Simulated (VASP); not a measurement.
Here is a VASP 6.6.1 calculation.

The input INCAR:

```
  PREC = Accurate
  ENCUT = 520
  EDIFF = 1E-7
  ISMEAR = 0
  SIGMA = 0.15
  LREAL = False
  LASPH = True
  NELM = 100
  ALGO = Fast
  ISIF = 2
  LWAVE = False
  LCHARG = False
  GGA = CA
  NBANDS = 12
```

File KPOINTS:

```
Automatic mesh
0
Gamma
  24 24 24
```

The input POSCAR:

```
Cu
1.0
   -1.4659866358      1.4659866358      1.2968117781
    1.4659866358     -1.4659866358      1.2968117781
    1.4659866358      1.4659866358     -1.2968117781
Cu
1
Direct
    0.0000000000      0.0000000000      0.0000000000
```

Potentials or basis: VASP PAW LDA potentials, release 64 (Cu).

Command:

```sh
$ cat potpaw_LDA.64/Cu/POTCAR > POTCAR
$ mpirun -np 1 vasp_std > vasp.out
```

(1) Predict the pressure.

(2) Predict the band gap on the k mesh.

## Answers

(1) -2.0 GPa.

(2) zero (an odd number of electrons rules out a gap without spin polarisation).
